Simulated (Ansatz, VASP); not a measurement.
## CdSe: VASP beside Ansatz

Contents of INCAR:

```
ALGO     = Normal         # electronic algorithm
EDIFF    = 1E-8           # SCF threshold, eV
ENCUT    = 520            # plane-wave cutoff, eV
GGA      = PE             # functional
ISIF     = 2              # what is computed and relaxed
ISMEAR   = -1             # smearing method
LASPH    = True           # aspherical terms in the spheres
LCHARG   = False          # write CHGCAR
LEFG     = True         
LREAL    = False          # projectors in reciprocal space
LWAVE    = False          # write WAVECAR
NBANDS   = 16             # bands
NELM     = 80             # most SCF steps
PREC     = Accurate       # precision mode
SIGMA    = 0.03           # smearing width, eV
```

The input KPOINTS:

```
k-points
0
Gamma
  8 8 8
```

File POSCAR:

```
CdSe
1.0
    0.0000000000      3.1106741371      3.1106741371
    3.1106741371      0.0000000000      3.1106741371
    3.1106741371      3.1106741371      0.0000000000
Cd Se
1 1
Direct
    0.0000000000      0.0000000000      0.0000000000
    0.2500000000      0.2500000000      0.2500000000
```

Input for Ansatz:

```yaml
crystal:
  lattice:
    - [0.0, 3.1106741371, 3.1106741371]
    - [3.1106741371, 0.0, 3.1106741371]
    - [3.1106741371, 3.1106741371, 0.0]
  atoms:
    - { symbol: Cd, position: [0.0, 0.0, 0.0] }
    - { symbol: Se, position: [0.25, 0.25, 0.25] }
kpoints:
  mp_grid: { grid: [8, 8, 8] }
scf:
  occupations: { method: fermi_dirac, width: 0.03 }
hamiltonian:
  xc: pbe
  pseudopotentials: { kind: paw }
output:
  forces: true
  stress: true
  eigenvalues: true
  efg: { contact_densities: true }
```

Change from the starting cell: volume scaled by 1.04, PAW files.

Alike in both runs: task electric field gradients; functional PBE; k mesh 8 × 8 × 8; occupations fermi-dirac, width 0.03 eV; no spin polarisation.

|  | VASP | Ansatz |
| --- | --- | --- |
| version | VASP 6.6.1 | Ansatz 0.2.0 |
| potentials or method | VASP PAW PBE potentials, release 64 (Cd, Se) | PAW with Ansatz's default frozen-core files, scalar-relativistic |
| plane-wave cutoff (eV) | 520 | 420 |
| valence electrons in the cell | 18 | 36 |

```tsv
	VASP	Ansatz	Ansatz less VASP
pressure (GPa)	-0.3	-0.5	-0.23
```

With one functional, cell and mesh, what is left measures potentials, basis and numerics. VASP's potentials hold 18 valence electrons a cell and Ansatz's 36, so a difference there can come from the potentials and not from the codes.
